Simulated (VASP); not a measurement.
Be, 2 atoms in the cell. It takes space group P6_3/mmc (No. 194, hexagonal). Conventional cell: a = 2.285 Å, b = 2.285 Å, c = 3.584 Å, α = 90.00°, β = 90.00°, γ = 120.00°. Within 2.9 Å of Be (site symmetry -6m2) lie 12 Be at 2.23 to 2.29 Å. 

```yaml
Program: VASP 6.6.1
Task: relaxation of cell and atoms
Functional: r2SCAN
Potentials_or_basis: VASP PAW PBE potentials, release 64 (Be)
Cutoff: 600 eV
k_mesh: 24 × 24 × 12
Occupations: gaussian, width 0.1 eV
Spin: no spin polarisation
Dipole_correction: no
Further_INCAR_settings: ALGO = Normal; EDIFF = 1e-06; IBRION = 2; EDIFFG = -0.005; NSW = 100; ISIF = 3
```

Potentials or basis: VASP PAW PBE potentials, release 64 (Be).

The run is started by

```bash
$ cat potpaw_PBE.64/Be/POTCAR > POTCAR
$ cp INCAR.step1 INCAR
$ mpirun -np 1 vasp_std > vasp.out
$ cp INCAR.step2 INCAR
$ mpirun -np 1 vasp_std > vasp.out
```

Hardware: 1 thread of Intel Xeon 8259CL (shared host).

Question: How long does it take, and how much memory?

Answer: Wall time 8.6 min on 1 thread of Intel Xeon 8259CL (shared host), peak memory 0.17 GiB. Counts: k points 427, ion steps 5.
